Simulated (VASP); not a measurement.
# InSb (P4/mmm) in VASP: a series of runs

InSb is run at these levels: PBE; tasks: single point.

Program: VASP 6.6.1. These are calculated values, not measurements. Logs are shortened: lines on timing, memory, paths and dates and some standing lists are left out, and cuts for length are marked.

### Step 1. The cell of the first run

Symmetry: P4/mmm, No. 123, tetragonal system. The conventional cell has a = 3.077 Å, b = 3.077 Å, c = 6.215 Å, α = 90.00°, β = 90.00°, γ = 90.00°. Within 4.0 Å of In (site symmetry 4/mmm) lie 4 In at 3.08 Å and 2 Sb at 3.11 Å. Sb (site symmetry 4/mmm) has 4 Sb at 3.08 Å and 2 In at 3.11 Å within 4.0 Å.

### Step 2. Single point, PBE

Input file INCAR:

```
ALGO = Normal ; EDIFF = 1E-7
ENCUT = 520 ; GGA = PE
ISIF = 2 ; ISMEAR = 1
LASPH = T ; LCHARG = F
LREAL = F ; LWAVE = F
NBANDS = 16 ; NELM = 100
PREC = Accurate ; SIGMA = 0.02
```

Input file KPOINTS:

```
k-points
0
Gamma
  14 14 8
```

Input file POSCAR:

```
InSb
1.0
    3.0766560000      0.0000000000      0.0000000000
    0.0000000000      3.0766560000      0.0000000000
    0.0000000000      0.0000000000      6.2154700000
In Sb
1 1
Direct
    0.0000000000      0.0000000000      0.0000000000
    0.0000000000      0.0000000000      0.5000000000
```

Potentials or basis: VASP PAW PBE potentials, release 64 (In_d, Sb).

Run with:

```sh
cat potpaw_PBE.64/In_d/POTCAR potpaw_PBE.64/Sb/POTCAR > POTCAR
mpirun -np 1 vasp_std > vasp.out
```

OUTCAR:

```text
EDIFF = 1E-7
   ENCUT = 520
   GGA = PE
   ISIF = 2
   ISMEAR = 1
   LASPH = T
   LREAL = F
   NELM = 100
   PREC = Accurate

 ion  position               nearest neighbor table
   1  0.000  0.000  0.000-   2 3.11   2 3.11
   2  0.000  0.000  0.500-   1 3.11   1 3.11

  LATTYP: Found a simple tetragonal cell.
 ALAT       =     3.0766560000
 C/A-ratio  =     2.0202031036

  Lattice vectors:

 A1 = (   3.0766560000,   0.0000000000,   0.0000000000)
 A2 = (   0.0000000000,   3.0766560000,   0.0000000000)
 A3 = (   0.0000000000,   0.0000000000,   6.2154700000)

Analysis of symmetry for initial positions (statically):
=====================================================================
 Subroutine PRICEL returns:
 Original cell was already a primitive cell.

 Routine SETGRP: Setting up the symmetry group for a
 simple tetragonal supercell.

 Subroutine GETGRP returns: Found 16 space group operations
 (whereof 16 operations were pure point group operations)
 out of a pool of 16 trial point group operations.

The static configuration has the point symmetry D_4h.

Analysis of symmetry for dynamics (positions and initial velocities):
=====================================================================
 Subroutine PRICEL returns:
 Original cell was already a primitive cell.

 Routine SETGRP: Setting up the symmetry group for a
 simple tetragonal supercell.

 Subroutine GETGRP returns: Found 16 space group operations
 (whereof 16 operations were pure point group operations)
 out of a pool of 16 trial point group operations.

The dynamic configuration has the point symmetry D_4h.

 Subroutine INISYM returns: Found 16 space group operations
 (whereof 16 operations are pure point group operations),
 and found     1 'primitive' translations

----------------------------------------------------------------------------------------

                                     Primitive cell

  volume of cell :      58.8345

  direct lattice vectors                    reciprocal lattice vectors
     3.076656000  0.000000000  0.000000000     0.325028212  0.000000000  0.000000000
     0.000000000  3.076656000  0.000000000     0.000000000  0.325028212  0.000000000
     0.000000000  0.000000000  6.215470000     0.000000000  0.000000000  0.160888879

  length of vectors
     3.076656000  3.076656000  6.215470000     0.325028212  0.325028212  0.160888879

  position of ions in fractional coordinates (direct lattice)
     0.000000000  0.000000000  0.000000000
     0.000000000  0.000000000  0.500000000

  ion indices of the primitive-cell ions
   primitive index   ion index
                 1           1
                 2           2

----------------------------------------------------------------------------------------

 KPOINTS: k-points

Automatic generation of k-mesh.
 Grid dimensions read from file:
 generate k-points for:   14   14    8

 Generating k-lattice:

  Cartesian coordinates                     Fractional coordinates (reciprocal lattice)
     0.023216301  0.000000000  0.000000000     0.071428571  0.000000000  0.000000000
     0.000000000  0.023216301  0.000000000     0.000000000  0.071428571  0.000000000
     0.000000000  0.000000000  0.020111110     0.000000000  0.000000000  0.125000000

  Length of vectors
     0.023216301  0.023216301  0.020111110

  Shift w.r.t. Gamma in fractional coordinates (k-lattice)
     0.000000000  0.000000000  0.000000000

 Subroutine IBZKPT returns following result:
 ===========================================

 Found    180 irreducible k-points:

 Following reciprocal coordinates:
            Coordinates               Weight
  0.000000  0.000000  0.000000      1.000000
  0.071429  0.000000  0.000000      4.000000
  0.142857  0.000000  0.000000      4.000000
  0.214286  0.000000  0.000000      4.000000
  0.285714  0.000000  0.000000      4.000000
  0.357143  0.000000  0.000000      4.000000
[... 16 lines left out ...]
  0.285714  0.214286  0.000000      8.000000
  0.357143  0.214286  0.000000      8.000000
 [... further k-points ...]
   k-points           NKPTS =    180   k-points in BZ     NKDIM =    180   number of bands    NBANDS=     16
   number of dos      NEDOS =    301   number of ions     NIONS =      2
   total plane-waves  NPLWV =  27648
   dimension x,y,z NGX =    24 NGY =   24 NGZ =   48
   dimension x,y,z NGXF=    48 NGYF=   48 NGZF=   96
   ions per type =               1   1
   NGX,Y,Z   is equivalent  to a cutoff of  12.97, 12.97, 12.84 a.u.
   NGXF,Y,Z  is equivalent  to a cutoff of  25.94, 25.94, 25.68 a.u.
 SYSTEM =  unknown system
   PREC   = accura    normal or accurate (medium, high low for compatibility)
   ISTART =      0    job   : 0-new  1-cont  2-samecut
   ICHARG =      2    charge: 1-file 2-atom 10-const
   ISPIN  =      1    spin polarized calculation?
   LNONCOLLINEAR =      F non collinear calculations
   LSORBIT =      F    spin-orbit coupling
   LASPH  =      T    aspherical Exc in radial PAW
   ENCUT  =  520.0 eV  38.22 Ry    6.18 a.u.   5.72  5.72 11.56*2*pi/ulx,y,z
   NELM   =    100;   NELMIN=  2; NELMDL= -5     # of ELM steps
   EDIFF  = 0.1E-06   stopping-criterion for ELM
   LREAL  =      F    real-space projection
   EDIFFG = 0.1E-05   stopping-criterion for IOM
   NSW    =      0    number of steps for IOM
   IBRION =     -1    ionic relax: 0-MD 1-quasi-New 2-CG
   NFREE  =      0    steps in history (QN), initial steepest desc. (CG)
   ISIF   =      2    stress and relaxation
   ISYM   =      2    0-nonsym 1-usesym 2-fastsym
   POTIM  = 0.5000    time-step for ionic-motion
   TEBEG  =    0.0;   TEEND  =   0.0 temperature during run
   PSTRESS=    0.0 pullay stress
   NELECT =      18.0000    total number of electrons
   NUPDOWN=      -1.0000    fix difference up-down
   EMIN   =  10.00;   EMAX   =-10.00  energy-range for DOS
   EFERMI =   0.00;   METHOD = LEGACY
   ISMEAR =     1;   SIGMA  =   0.02  broadening in eV -4-tet -1-fermi 0-gaus
   EFERMI_NEDOS =   21; number of points for ismear=-14 and -15
   IALGO  =     38    algorithm
   IMIX   =      4    mixing-type and parameters
     AMIX     =   0.40;   BMIX     =  1.00
     AMIX_MAG =   1.60;   BMIX_MAG =  1.00
  volume/ion in A,a.u.               =      29.42       198.52
  Fermi-wavevector in a.u.,A,eV,Ry     =   1.103117  2.084590 16.556493  1.216868
  Thomas-Fermi vector in A             =   2.239571
   LORBIT       =      0    0 simple, 1 ext, 2 COOP (PROOUT), +10 PAW based schemes
   GGA     = PE    functional components
   LHFCALC =     F    Hartree Fock is set to
   AEXX    =    0.0000 exact exchange contribution
   IVDW    =     0    specifies the selected vdW correction
   LEPSILON=     F    determine dielectric tensor
   LRPA    =     F    only Hartree local field effects (RPA)
 non-spin polarized calculation
 Methfessel and Paxton  Order N= 1 SIGMA  =   0.02
  energy-cutoff  :      520.00
  volume of cell :       58.83
 maximum number of plane-waves:      1604
 NGX is ok and might be reduce to    24
   NGX = 11   NGY = 11   NGZ = 23

 number of electron      17.9999986 magnetization

 Free energy of the ion-electron system (eV)
  ---------------------------------------------------
  ext. energy  EPLUGINS =         0.00000000
  ---------------------------------------------------
  free energy    TOTEN  =        -6.56457853 eV

  energy without entropy =       -6.56461701  energy(sigma->0) =       -6.56459136

 E-fermi :   6.6747     XC(G=0):  -9.6545

 val. band max:        6.6680371133   @ k =   0.2143   0.1429   0.0000
 cond. band min:       6.6912820392   @ k =   0.2143   0.1429   0.1250
 fundamental gap:      0.0232449258
 Fermi energy:         6.6747150831

 k-point     1 :       0.0000    0.0000    0.0000
  band No.  band energies     occupation
      1      -8.2991      2.00000
      2      -8.0793      2.00000
      3      -7.7238      2.00000
      4      -7.7238      2.00000
      5      -7.6380      2.00000
      6      -4.8794      2.00000
[... 8 lines left out ...]
     15      15.5086      0.00000
     16      16.1798      0.00000

 k-point     2 :       0.0714    0.0000    0.0000
  band No.  band energies     occupation
      1      -8.2814      2.00000
      2      -8.0687      2.00000
      3      -7.7359      2.00000
      4      -7.7228      2.00000
      5      -7.6470      2.00000
      6      -4.8019      2.00000
[... 8 lines left out ...]
     15      15.6104      0.00000
     16      16.6692      0.00000

 k-point     3 :       0.1429    0.0000    0.0000
  band No.  band energies     occupation
      1      -8.2385      2.00000
      2      -8.0325      2.00000
      3      -7.7697      2.00000
      4      -7.7200      2.00000
      5      -7.6724      2.00000
      6      -4.5706      2.00000
[... 8 lines left out ...]
     15      15.8148      0.00000
     16      15.9098      0.00000

 k-point     4 :       0.2143    0.0000    0.0000
  band No.  band energies     occupation
      1      -8.1940      2.00000
      2      -7.9629      2.00000
      3      -7.8177      2.00000
      4      -7.7160      2.00000
      5      -7.7087      2.00000
      6      -4.1911      2.00000
[... 8 lines left out ...]
     15      16.1719      0.00000
     16      16.3883      0.00000
[... 324 lines left out ...]
 k-point    22 :       0.2143    0.2143    0.0000
  band No.  band energies     occupation
      1      -7.9978      2.00000
      2      -7.9329      2.00000
      3      -7.8132      2.00000
      4      -7.8008      2.00000
      5      -7.7938      2.00000
      6      -3.5047      2.00000
[... 8 lines left out ...]
     15      14.6729      0.00000
     16      16.3974      0.00000

 k-point    23 :       0.2857    0.2143    0.0000
  band No.  band energies     occupation
      1      -7.9499      2.00000
      2      -7.8586      2.00000
      3      -7.8575      2.00000
      4      -7.8350      2.00000
      5      -7.8003      2.00000
      6      -2.9931      2.00000
[... 8 lines left out ...]
     15      14.9335      0.00000
     16      15.7648      0.00000

 k-point    24 :       0.3571    0.2143    0.0000
  band No.  band energies     occupation
      1      -7.9370      2.00000
      2      -7.9033      2.00000
      3      -7.8857      2.00000
      4      -7.7952      2.00000
      5      -7.7450      2.00000
      6      -2.3888      2.00000
[... 8 lines left out ...]
     15      14.6244      0.00000
     16      15.5003      0.00000

 [... further k-points ...]

------------------------ aborting loop because EDIFF is reached ----------------------------------------

  FORCE on cell =-STRESS in cart. coord.  units (eV):
  Direction    XX          YY          ZZ          XY          YZ          ZX
  --------------------------------------------------------------------------------------
  -------------------------------------------------------------------------------------
  Total        0.2049198      0.2049198      0.1477513      0.0000000      0.0000000     -0.0000000
  in kB        5.5803662      5.5803662      4.0235551      0.0000000      0.0000000     -0.0000000
  external PRESSURE =       5.0614291 kB  Pullay stress =       0.0000000 kB

 VOLUME and BASIS-vectors are now :
 -----------------------------------------------------------------------------
  energy-cutoff  :      520.00
  volume of cell :       58.83
      direct lattice vectors                 reciprocal lattice vectors
     3.076656000  0.000000000  0.000000000     0.325028212  0.000000000  0.000000000
     0.000000000  3.076656000  0.000000000     0.000000000  0.325028212  0.000000000
     0.000000000  0.000000000  6.215470000     0.000000000  0.000000000  0.160888879

 POSITION                                       TOTAL-FORCE (eV/Angst)
 -----------------------------------------------------------------------------------
      0.00000      0.00000      0.00000         0.000000      0.000000      0.000000
      0.00000      0.00000      3.10773         0.000000      0.000000      0.000000
 -----------------------------------------------------------------------------------
    total drift:                                0.000000     -0.000000     -0.000000

  FREE ENERGIE OF THE ION-ELECTRON SYSTEM (eV)
  ---------------------------------------------------
  free  energy   TOTEN  =        -6.5645785343 eV

  energy  without entropy=       -6.5646170074  energy(sigma->0) =       -6.56459136
```

Wall time 99 s (1 thread of Intel Xeon 6975P-C, shared host); peak memory 0.31 GiB.

What came out:

```yaml
Free_energy: -6.5646 eV
Pressure: 0.5 GPa
Band_gap_on_the_k_mesh: zero (band 9 reaches 10.92 eV, above the bottom of band 10 at 5.05 eV)
```

Stress tensor (GPa, compression positive):
```
0.56 0.00 0.00
0.00 0.56 0.00
0.00 0.00 0.40
```

Levels at points of the mesh, in eV from the Fermi level:
| k point | band 7 | band 8 | band 9 | band 10 | band 11 | band 12 |
| --- | --- | --- | --- | --- | --- | --- |
| (0.00, 0.00, 0.00) | -6.86 | -4.56 | 4.22 | 4.22 | 5.12 | 7.78 |
| (0.50, 0.00, 0.00) | -4.99 | -3.34 | -2.24 | -1.61 | 2.97 | 6.37 |
| (0.50, 0.50, 0.00) | -2.85 | -2.85 | -0.04 | 0.60 | 0.97 | 0.97 |
| (0.00, 0.00, 0.50) | -8.10 | -0.94 | 0.18 | 4.39 | 4.39 | 7.85 |
| (0.50, 0.00, 0.50) | -4.82 | -4.72 | -2.41 | 1.64 | 3.03 | 5.75 |
| (0.50, 0.50, 0.50) | -2.64 | -2.64 | -1.58 | 0.29 | 0.29 | 3.11 |

Caveat: spin-orbit coupling is left out, which moves the levels of the heavy elements.

### Step 3. Single point, PBE

Input file INCAR:

```
  PREC = Accurate
  ENCUT = 520
  EDIFF = 1E-6
  ISMEAR = 1
  SIGMA = 0.05
  LREAL = F
  LASPH = T
  NELM = 80
  ALGO = Normal
  ISIF = 2
  LWAVE = F
  LCHARG = T
  GGA = PE
  LELF = T
  LVHAR = T
  NBANDS = 16
```

Input file KPOINTS:

```
Automatic mesh
0
Gamma
  14 14 8
```

POSCAR is that of step 2.

Potentials or basis: VASP PAW PBE potentials, release 64 (In_d, Sb).

Run with:

```sh
cat potpaw_PBE.64/In_d/POTCAR potpaw_PBE.64/Sb/POTCAR > POTCAR
mpirun -np 1 vasp_std > vasp.out
```

Wall time 88 s (1 thread of Intel Xeon 6975P-C, shared host); peak memory 0.31 GiB.

The run converged. Its results:

```yaml
Free_energy: -6.5646 eV
Pressure: 0.5 GPa
Band_gap_on_the_k_mesh: zero (band 9 reaches 10.92 eV, above the bottom of band 10 at 5.05 eV)
```

Stress tensor (GPa, compression positive):
```
0.57 0.00 0.00
0.00 0.57 0.00
0.00 0.00 0.41
```

Levels at points of the mesh, in eV from the Fermi level:
```tsv
k point	band 6	band 7	band 8	band 9	band 10	band 11	band 12	band 13
(0.00, 0.00, 0.00)	-11.55	-6.86	-4.56	4.22	4.22	5.12	7.79	8.33
(0.50, 0.00, 0.00)	-8.90	-4.98	-3.35	-2.24	-1.61	2.97	6.37	7.74
(0.50, 0.50, 0.00)	-6.06	-2.84	-2.84	-0.04	0.59	0.97	0.97	2.79
(0.00, 0.00, 0.50)	-11.42	-8.10	-0.94	0.18	4.40	4.40	7.85	8.07
(0.50, 0.00, 0.50)	-8.84	-4.82	-4.71	-2.41	1.64	3.03	5.75	6.53
(0.50, 0.50, 0.50)	-6.06	-2.64	-2.64	-1.58	0.28	0.28	3.11	4.62
```

Caveat: spin-orbit coupling is left out, which moves the levels of the heavy elements.
